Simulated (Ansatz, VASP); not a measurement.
## Pb: VASP beside Ansatz

```
Pb
1.0
     0.00000    2.44157    2.44157
     2.44157    0.00000    2.44157
     2.44157    2.44157    0.00000
Pb
1
Direct
  0.00000 0.00000 0.00000
```

Alike in both runs: task single point; functional PBEsol; dispersion D4; k mesh 9 × 9 × 9; occupations fermi-dirac, width 0.05 eV; no spin polarisation.

```csv
,VASP,Ansatz
version,VASP 6.6.1,Ansatz 0.2.0
potentials or method,"VASP PAW PBE potentials, release 64 (Pb_d)",Ansatz PAW
plane-wave cutoff (eV),520,420
valence electrons in the cell,14,14
```

```csv
,VASP,Ansatz,Ansatz less VASP
gap on the k mesh at the Fermi level (eV),none,none,-
pressure (GPa),0.0,0.1,+0.04
```

VASP's potentials were made for PBE, not for PBEsol. A gap of «none» marks a metal or a gap that the smearing closes.

Spin-orbit coupling is off throughout.
